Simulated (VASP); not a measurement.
# ZnO4 (P-3m1) in VASP: notebook, part 2 of 2

VASP 6.6.1.

## 3. Single point, PBE

This run uses another cell than the first one, of 14.32 Å³/atom, 1.112 times its volume.

File INCAR:

```
SYSTEM = ZnO4
PREC = Accurate
ENCUT = 520
EDIFF = 1E-6
ISMEAR = 0
SIGMA = 0.1
LREAL = .False.
LASPH = .True.
NELM = 100
ALGO = Normal
ISIF = 2
LWAVE = .False.
LCHARG = .False.
GGA = PE
NBANDS = 26
```

File KPOINTS:

```
regular mesh
0
Gamma
  6 6 2
  0 0 0
```

File POSCAR:

```
ZnO4
1.0
    2.9565217400      0.0000000000      0.0000000000
   -1.4782608700      2.5604229300      0.0000000000
    0.0000000000      0.0000000000      9.4608695700
Zn O
1 4
Direct
    0.0000000000      0.0000000000      0.0000000000
    0.3333333300      0.6666666700      0.1200000000
    0.3333333300      0.6666666700      0.6200000000
    0.6666666700      0.3333333300      0.3800000000
    0.6666666700      0.3333333300      0.8800000000
```

Potentials or basis: VASP PAW PBE potentials, release 64 (Zn, O).

The run is started by

```bash
$ cat potpaw_PBE.64/Zn/POTCAR potpaw_PBE.64/O/POTCAR > POTCAR
$ mpirun -np 1 vasp_std > vasp.out
```

OUTCAR:

```text
SYSTEM = ZnO4
   PREC = Accurate
   ENCUT = 520
   EDIFF = 1E-6
   ISMEAR = 0
   LREAL = .False.
   LASPH = .True.
   NELM = 100
   ISIF = 2
   GGA = PE

 ion  position               nearest neighbor table
   1  0.000  0.000  0.000-   2 2.05   5 2.05   2 2.05   5 2.05   5 2.05   2 2.05
   2  0.333  0.667  0.120-   1 2.05   1 2.05   1 2.05
   3  0.333  0.667  0.620-
   4  0.667  0.333  0.380-
   5  0.667  0.333  0.880-   1 2.05   1 2.05   1 2.05

  LATTYP: Found a hexagonal cell.
 ALAT       =     2.9565217400
 C/A-ratio  =     3.2000000007

  Lattice vectors:

 A1 = (   2.9565217400,   0.0000000000,   0.0000000000)
 A2 = (  -1.4782608700,   2.5604229300,   0.0000000000)
 A3 = (   0.0000000000,   0.0000000000,   9.4608695700)

Analysis of symmetry for initial positions (statically):
=====================================================================
 Subroutine PRICEL returns:
 Original cell was already a primitive cell.

 Routine SETGRP: Setting up the symmetry group for a
 hexagonal supercell.

 Subroutine GETGRP returns: Found 12 space group operations
 (whereof 12 operations were pure point group operations)
 out of a pool of 24 trial point group operations.

The static configuration has the point symmetry D_3d.

Analysis of symmetry for dynamics (positions and initial velocities):
=====================================================================
 Subroutine PRICEL returns:
 Original cell was already a primitive cell.

 Routine SETGRP: Setting up the symmetry group for a
 hexagonal supercell.

 Subroutine GETGRP returns: Found 12 space group operations
 (whereof 12 operations were pure point group operations)
 out of a pool of 24 trial point group operations.

The dynamic configuration has the point symmetry D_3d.

 Subroutine INISYM returns: Found 12 space group operations
 (whereof 12 operations are pure point group operations),
 and found     1 'primitive' translations

----------------------------------------------------------------------------------------

                                     Primitive cell

  volume of cell :      71.6183

  direct lattice vectors                    reciprocal lattice vectors
     2.956521740  0.000000000  0.000000000     0.338235294  0.195280238  0.000000000
    -1.478260870  2.560422930  0.000000000     0.000000000  0.390560477  0.000000000
     0.000000000  0.000000000  9.460869570     0.000000000  0.000000000  0.105698529

  length of vectors
     2.956521740  2.956521737  9.460869570     0.390560476  0.390560477  0.105698529

  position of ions in fractional coordinates (direct lattice)
     0.000000000  0.000000000  0.000000000
     0.333333330  0.666666670  0.120000000
     0.333333330  0.666666670  0.620000000
     0.666666670  0.333333330  0.380000000
     0.666666670  0.333333330  0.880000000

  ion indices of the primitive-cell ions
   primitive index   ion index
                 1           1
                 2           2
                 3           3
                 4           4
                 5           5

----------------------------------------------------------------------------------------

 KPOINTS: regular mesh

Automatic generation of k-mesh.
 Grid dimensions read from file:
 generate k-points for:    6    6    2

 Generating k-lattice:

  Cartesian coordinates                     Fractional coordinates (reciprocal lattice)
     0.056372549  0.032546706  0.000000000     0.166666667  0.000000000  0.000000000
     0.000000000  0.065093413  0.000000000     0.000000000  0.166666667  0.000000000
     0.000000000  0.000000000  0.052849265     0.000000000  0.000000000  0.500000000

  Length of vectors
     0.065093413  0.065093413  0.052849265

  Shift w.r.t. Gamma in fractional coordinates (k-lattice)
     0.000000000  0.000000000  0.000000000

 Subroutine IBZKPT returns following result:
 ===========================================

 Found     14 irreducible k-points:

 Following reciprocal coordinates:
            Coordinates               Weight
  0.000000  0.000000  0.000000      1.000000
  0.166667  0.000000  0.000000      6.000000
  0.333333  0.000000  0.000000      6.000000
  0.500000 -0.000000  0.000000      3.000000
  0.166667  0.166667  0.000000      6.000000
  0.333333  0.166667  0.000000     12.000000
  0.333333  0.333333  0.000000      2.000000
  0.000000  0.000000  0.500000      1.000000
  0.166667  0.000000  0.500000      6.000000
  0.333333  0.000000  0.500000      6.000000
  0.500000 -0.000000  0.500000      3.000000
  0.166667  0.166667  0.500000      6.000000
  0.333333  0.166667  0.500000     12.000000
  0.333333  0.333333  0.500000      2.000000
   k-points           NKPTS =     14   k-points in BZ     NKDIM =     14   number of bands    NBANDS=     26
   number of dos      NEDOS =    301   number of ions     NIONS =      5
   total plane-waves  NPLWV =  40320
   dimension x,y,z NGX =    24 NGY =   24 NGZ =   70
   dimension x,y,z NGXF=    48 NGYF=   48 NGZF=  140
   ions per type =               1   4
   NGX,Y,Z   is equivalent  to a cutoff of  13.50, 13.50, 12.30 a.u.
   NGXF,Y,Z  is equivalent  to a cutoff of  26.99, 26.99, 24.60 a.u.
 SYSTEM =  ZnO4
   PREC   = accura    normal or accurate (medium, high low for compatibility)
   ISTART =      0    job   : 0-new  1-cont  2-samecut
   ICHARG =      2    charge: 1-file 2-atom 10-const
   ISPIN  =      1    spin polarized calculation?
   LNONCOLLINEAR =      F non collinear calculations
   LSORBIT =      F    spin-orbit coupling
   LASPH  =      T    aspherical Exc in radial PAW
   ENCUT  =  520.0 eV  38.22 Ry    6.18 a.u.   5.50  5.50 17.59*2*pi/ulx,y,z
   NELM   =    100;   NELMIN=  2; NELMDL= -5     # of ELM steps
   EDIFF  = 0.1E-05   stopping-criterion for ELM
   LREAL  =      F    real-space projection
[... 7 lines left out ...]
   TEBEG  =    0.0;   TEEND  =   0.0 temperature during run
   PSTRESS=    0.0 pullay stress
   NELECT =      36.0000    total number of electrons
   NUPDOWN=      -1.0000    fix difference up-down
   EMIN   =  10.00;   EMAX   =-10.00  energy-range for DOS
   EFERMI =   0.00;   METHOD = LEGACY
   ISMEAR =     0;   SIGMA  =   0.10  broadening in eV -4-tet -1-fermi 0-gaus
   EFERMI_NEDOS =   21; number of points for ismear=-14 and -15
   IALGO  =     38    algorithm
   IMIX   =      4    mixing-type and parameters
     AMIX     =   0.40;   BMIX     =  1.00
     AMIX_MAG =   1.60;   BMIX_MAG =  1.00
  volume/ion in A,a.u.               =      14.32        96.66
  Fermi-wavevector in a.u.,A,eV,Ry     =   1.301670  2.459801 23.052977  1.694346
  Thomas-Fermi vector in A             =   2.432789
   LORBIT       =      0    0 simple, 1 ext, 2 COOP (PROOUT), +10 PAW based schemes
   GGA     = PE    functional components
   LHFCALC =     F    Hartree Fock is set to
   AEXX    =    0.0000 exact exchange contribution
   IVDW    =     0    specifies the selected vdW correction
   LEPSILON=     F    determine dielectric tensor
   LRPA    =     F    only Hartree local field effects (RPA)
 non-spin polarized calculation
 Gauss-broadening in eV      SIGMA  =   0.10
  energy-cutoff  :      520.00
  volume of cell :       71.62
 maximum number of plane-waves:      1968
 NGX is ok and might be reduce to    24
   NGX = 11   NGY = 11   NGZ = 35

 number of electron      35.9999989 magnetization

 Free energy of the ion-electron system (eV)
  ---------------------------------------------------
  ext. energy  EPLUGINS =         0.00000000
  ---------------------------------------------------
  free energy    TOTEN  =       -13.70864509 eV

  energy without entropy =      -13.63968895  energy(sigma->0) =      -13.67416702

 E-fermi :  -2.6391     XC(G=0):  -9.1891

 val. band max:       -2.6548229312   @ k =   0.5000  -0.0000   0.0000
 cond. band min:      -2.6295475131   @ k =   0.3333   0.0000   0.5000
 fundamental gap:      0.0252754181
 Fermi energy:        -2.6390515315

 k-point     1 :       0.0000    0.0000    0.0000
  band No.  band energies     occupation
      1     -20.4480      2.00000
      2     -19.2397      2.00000
      3     -18.6856      2.00000
      4     -18.1940      2.00000
      5      -8.7883      2.00000
      6      -8.7883      2.00000
[... 395 lines left out ...]
     25      11.1595      0.00000
     26      12.3592      0.00000

------------------------ aborting loop because EDIFF is reached ----------------------------------------

  FORCE on cell =-STRESS in cart. coord.  units (eV):
  Direction    XX          YY          ZZ          XY          YZ          ZX
  --------------------------------------------------------------------------------------
  -------------------------------------------------------------------------------------
  Total       -2.8261180     -2.8261180     -6.7879355     -0.0000000      0.0000000      0.0000000
  in kB      -63.2232826    -63.2232824   -151.8533748     -0.0000000      0.0000000      0.0000000
  external PRESSURE =     -92.7666466 kB  Pullay stress =       0.0000000 kB

 VOLUME and BASIS-vectors are now :
 -----------------------------------------------------------------------------
  energy-cutoff  :      520.00
  volume of cell :       71.62
      direct lattice vectors                 reciprocal lattice vectors
     2.956521740  0.000000000  0.000000000     0.338235294  0.195280238  0.000000000
    -1.478260870  2.560422930  0.000000000     0.000000000  0.390560477  0.000000000
     0.000000000  0.000000000  9.460869570     0.000000000  0.000000000  0.105698529

 POSITION                                       TOTAL-FORCE (eV/Angst)
 -----------------------------------------------------------------------------------
      0.00000      0.00000      0.00000         0.000000      0.000000      0.000000
     -0.00000      1.70695      1.13530        -0.000000      0.000000     -0.828539
     -0.00000      1.70695      5.86574         0.000000      0.000000     -0.698785
      1.47826      0.85347      3.59513         0.000000     -0.000000      0.698785
      1.47826      0.85347      8.32557        -0.000000      0.000000      0.828539
 -----------------------------------------------------------------------------------
    total drift:                                0.000000     -0.000000     -0.000000

  FREE ENERGIE OF THE ION-ELECTRON SYSTEM (eV)
  ---------------------------------------------------
  free  energy   TOTEN  =       -13.7086450914 eV

  energy  without entropy=      -13.6396889546  energy(sigma->0) =      -13.67416702
```

It took 37 s on 1 thread of Intel Xeon Platinum 8259CL at 2.50GHz (Skylake/Cascade Lake), shared host; peak memory 0.19 GiB.

Results:

```
Free energy            : -13.7086 eV
Pressure               : -9.3 GPa
Largest force          : 0.829 eV/Å
Band gap on the k mesh : zero (band 18 reaches -2.32 eV, above the bottom of band 19 at -3.10 eV)
```

Forces on the atoms (eV/Å):
```
Zn   0.000  0.000  0.000
O    0.000  0.000 -0.829
O    0.000  0.000 -0.699
O    0.000  0.000  0.699
O    0.000  0.000  0.829
```

Stress tensor (GPa, compression positive):
```
 -6.32   0.00   0.00
  0.00  -6.32   0.00
  0.00   0.00 -15.19
```

Caveat: the k points lie up to 0.41 Å⁻¹ apart.
